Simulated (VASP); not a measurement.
The system is In4Ru.

```
In Ru
1.0
    -3.28498    3.28498    2.79006
     3.28498   -3.28498    2.79006
     3.28498    3.28498   -2.79006
In Ru
4 1
Direct
  0.00000 0.67264 0.67264
  0.00000 0.32736 0.32736
  0.67264 0.00000 0.67264
  0.32736 0.00000 0.32736
  0.00000 0.00000 0.00000
```

- Program: VASP 6.6.1
- Task: relaxation of cell and atoms
- Functional: PBE
- Potentials or basis: VASP PAW PBE potentials, release 64 (In_d, Ru_pv)
- Cutoff: 600 eV
- k mesh: 4 × 4 × 4
- Occupations: gaussian, width 0.2 eV
- Spin: no spin polarisation

At the start: pressure 55.2 GPa; volume 24.09 Å³/atom.

**Question.** How do energy, volume and symmetry change on relaxing?

**Answer.** Over 14 steps the energy falls by 1870.0 meV/atom and the volume is 34.23 Å³/atom (+42.1 %); space group I4/mmm (No. 139, to 0.05 Å).

The path:
| step | energy change (eV) | largest force (eV/Å) | pressure (GPa) | volume (Å³) |
| --- | --- | --- | --- | --- |
| 1 | 0.0000 | 1.8129 | 55.18 | 120.43 |
| 2 | -3.9781 | 0.5922 | -4.13 | 314.65 |
| 3 | -5.2845 | 0.9457 | -4.62 | 279.78 |
| 4 | -6.3828 | 1.3249 | -5.06 | 251.19 |
| 5 | -8.6901 | 2.4177 | 0.15 | 179.24 |
| 6 | -9.2414 | 0.4613 | -0.99 | 183.35 |
| 7 | -9.2673 | 0.0246 | -1.01 | 184.62 |
| 8 | -9.2973 | 0.1075 | -0.17 | 179.02 |
| 9 | -9.3023 | 0.1849 | 0.34 | 175.99 |
| 10 | -9.3238 | 0.0888 | 0.29 | 174.04 |
| 11 | -9.3425 | 0.0657 | 0.25 | 170.99 |
| 12 | -9.3446 | 0.1401 | 0.24 | 169.57 |
| 13 | -9.3485 | 0.1050 | 0.01 | 170.34 |
| 14 | -9.3500 | 0.0717 | -0.21 | 171.17 |

Final structure:
```cif
data_structure
_symmetry_space_group_name_H-M 'P 1'
_symmetry_Int_Tables_number 1
_cell_length_a 6.2953
_cell_length_b 6.2953
_cell_length_c 6.2953
_cell_angle_alpha 99.869
_cell_angle_beta 99.869
_cell_angle_gamma 131.087
_cell_volume 171.17
loop_
_atom_site_label
_atom_site_type_symbol
_atom_site_fract_x
_atom_site_fract_y
_atom_site_fract_z
_atom_site_occupancy
In1 In 0.00000 0.68260 0.68260 1
In2 In 0.00000 0.31740 0.31740 1
In3 In 0.68260 0.00000 0.68260 1
In4 In 0.31740 0.00000 0.31740 1
Ru1 Ru 0.00000 0.00000 0.00000 1
```

Caveat: the k points lie up to 0.36 Å⁻¹ apart in the final cell; the volume moved by over 15 % at a fixed basis, so the end points are rough; the relaxation stopped at a loose force limit of 0.08 eV/Å, so its end isn't a converged minimum.
